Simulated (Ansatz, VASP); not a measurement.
Sn: VASP beside Ansatz

```xyz
2
Lattice="0.0000 3.2381 3.2381 3.2381 0.0000 3.2381 3.2381 3.2381 0.0000" Properties=species:S:1:pos:R:3 pbc="T T T"
Sn    3.2381    3.2381    3.2381
Sn    4.8571    4.8571    4.8571
```

Alike in both runs: task single point; functional LDA; k mesh 9 × 9 × 9; occupations gaussian, width 0.3 eV; no spin polarisation.

|  | VASP | Ansatz |
| --- | --- | --- |
| version | VASP 6.6.1 | Ansatz 0.2.0 |
| potentials or method | VASP PAW LDA potentials, release 64 (Sn_d), cutoff 520 eV | plane waves (420 eV) with PAW, scalar-relativistic |
| valence electrons in the cell | 28 | 28 |

|  | VASP | Ansatz | Ansatz less VASP |
| --- | --- | --- | --- |
| pressure (GPa) | 0.0 | 0.0 | +0.01 |

Ansatz warns that its potentials were made for another functional, while VASP's fit it. LDA's correlation is that of Perdew and Zunger in VASP and of Perdew and Wang (1992) in Ansatz.
